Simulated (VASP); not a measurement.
Set up this calculation in VASP 6.6.1, as the native input.

```
Task                   : single point
Functional             : r2SCAN
Potentials or basis    : VASP PAW PBE potentials, release 64 (Na_pv, K_sv, F)
Cutoff                 : 520 eV
k mesh                 : 8 × 8 × 8
Occupations            : fermi-dirac, width 0.02 eV
Spin                   : no spin polarisation
Dipole correction      : no
Further INCAR settings : ALGO = Normal; EDIFF = 1e-07; NBANDS = 23
```

The system is KNaF2.

```
Na K F
1.0
     1.73914    1.00409    5.81551
    -1.73914    1.00409    5.81551
     0.00000   -2.00819    5.81551
Na K F
1 1 2
Cartesian
  1.7391 1.0041 5.8155
  0.0000 0.0000 8.7233
  0.0000 0.0000 4.5553
  0.0000 0.0000 12.8912
```

These files were run (other wordings do the same):

POSCAR

```
KNaF2
1.0
    1.7391397354      1.0040927945      5.8155052170
   -1.7391397354      1.0040927945      5.8155052170
    0.0000000000     -2.0081855887      5.8155052171
Na K F
1 1 2
Direct
    1.0000000000      0.0000000000      0.0000000000
    0.5000000000      0.5000000000      0.5000000000
    0.2610994597      0.2610994597      0.2610994597
    0.7389005403      0.7389005403      0.7389005403
```

INCAR.step1

```
SYSTEM = KNaF2
ALGO     = Normal         ! electronic algorithm
EDIFF    = 1E-4           ! SCF threshold, eV
ENCUT    = 520            ! plane-wave cutoff, eV
GGA      = PE             ! functional
ISMEAR   = -1             ! smearing method
LASPH    = .True.         ! aspherical terms in the spheres
LCHARG   = .False.        ! write CHGCAR
LREAL    = .False.        ! projectors in reciprocal space
LWAVE    = .True.         ! write WAVECAR
NBANDS   = 23             ! bands
NELM     = 100            ! most SCF steps
PREC     = Accurate       ! precision mode
SIGMA    = 0.02           ! smearing width, eV
```

INCAR.step2

```
SYSTEM = KNaF2
ALGO     = Normal         ! electronic algorithm
EDIFF    = 1E-7           ! SCF threshold, eV
ENCUT    = 520            ! plane-wave cutoff, eV
ISIF     = 2              ! what is computed and relaxed
ISMEAR   = -1             ! smearing method
ISTART   = 1            
LASPH    = .True.         ! aspherical terms in the spheres
LCHARG   = .False.        ! write CHGCAR
LMIXTAU  = .True.       
LREAL    = .False.        ! projectors in reciprocal space
LWAVE    = .False.        ! write WAVECAR
METAGGA  = R2SCAN         ! meta-GGA
NBANDS   = 23             ! bands
NELM     = 100            ! most SCF steps
PREC     = Accurate       ! precision mode
SIGMA    = 0.02           ! smearing width, eV
```

KPOINTS

```
k-points
0
Gamma
  8 8 8
  0 0 0
```

Potentials or basis: VASP PAW PBE potentials, release 64 (Na_pv, K_sv, F).

Launch:

```bash
$ cat potpaw_PBE.64/Na_pv/POTCAR potpaw_PBE.64/K_sv/POTCAR potpaw_PBE.64/F/POTCAR > POTCAR
$ cp INCAR.step1 INCAR
$ mpirun -np 1 vasp_std > vasp.out
$ cp INCAR.step2 INCAR
$ mpirun -np 1 vasp_std > vasp.out
```

It gave:

* Pressure: -0.2 GPa
* Largest force: 0.034 eV/Å
* Band gap on the k mesh: 6.99 eV, direct

Caveat: the PAW data sets were made with another functional, which shifts forces and pressure a little.

Wall time 16 min on 1 thread of AMD EPYC 7R13 Processor (Zen 3), with other jobs on the host, peak memory 0.38 GiB.
